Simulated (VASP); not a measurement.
Wanted: the native input for a VASP 6.6.1 run.

```yaml
Task: single point
Functional: r2SCAN
Potentials_or_basis: VASP PAW PBE potentials, release 64 (Ti_sv, N)
Cutoff: 520 eV
k_mesh: 17 × 17 × 17
Occupations: fermi-dirac, width 0.1 eV
Spin: no spin polarisation
Dipole_correction: no
Further_INCAR_settings: ALGO = Normal; EDIFF = 1e-06; NBANDS = 16
```

TiN (rocksalt type):

```
Ti N
1.0
     0.00000    1.82400    1.82400
     1.82400    0.00000    1.82400
     1.82400    1.82400    0.00000
Ti N
1 1
Direct
  0.00000 0.00000 0.00000
  0.50000 0.50000 0.50000
```

This cell differs from its parent crystal: volume scaled by 0.64.

One way to write it, as run:

POSCAR

```
TiN
1.0
    0.0000000000      1.8240047954      1.8240047954
    1.8240047954      0.0000000000      1.8240047954
    1.8240047954      1.8240047954      0.0000000000
Ti N
1 1
Direct
    0.0000000000      0.0000000000      0.0000000000
    0.5000000000      0.5000000000      0.5000000000
```

INCAR.step1

```
SYSTEM = TiN
PREC = Accurate ; ENCUT = 520
ISMEAR = -1 ; SIGMA = 0.1
LREAL = .FALSE. ; LASPH = .TRUE.
NELM = 100 ; NBANDS = 16
GGA = PE ; ALGO = Normal
EDIFF = 1E-4 ; LWAVE = .TRUE.
LCHARG = .FALSE.
```

INCAR.step2

```
SYSTEM = TiN
PREC = Accurate ; ENCUT = 520
EDIFF = 1E-6 ; ISMEAR = -1
SIGMA = 0.1 ; LREAL = .FALSE.
LASPH = .TRUE. ; NELM = 100
ALGO = Normal ; ISIF = 2
LWAVE = .FALSE. ; LCHARG = .FALSE.
METAGGA = R2SCAN ; LMIXTAU = .TRUE.
NBANDS = 16 ; ISTART = 1
```

KPOINTS

```
Automatic mesh
0
G
  17 17 17
  0 0 0
```

Potentials or basis: VASP PAW PBE potentials, release 64 (Ti_sv, N).

The run is started by

```console
$ cat potpaw_PBE.64/Ti_sv/POTCAR potpaw_PBE.64/N/POTCAR > POTCAR
$ cp INCAR.step1 INCAR
$ mpirun -np 1 vasp_std > vasp.out
$ cp INCAR.step2 INCAR
$ mpirun -np 1 vasp_std > vasp.out
```

It gave:

| Quantity | Value |
| --- | --- |
| Pressure | 334.6 GPa |

Caveat: the PAW data sets were made with another functional, which shifts forces and pressure a little.

Wall time 2.3 min on 1 thread of Intel(R) Xeon(R) Platinum 8259CL CPU @ 2.50GHz (Skylake/Cascade Lake) (shared host), peak memory 0.15 GiB.
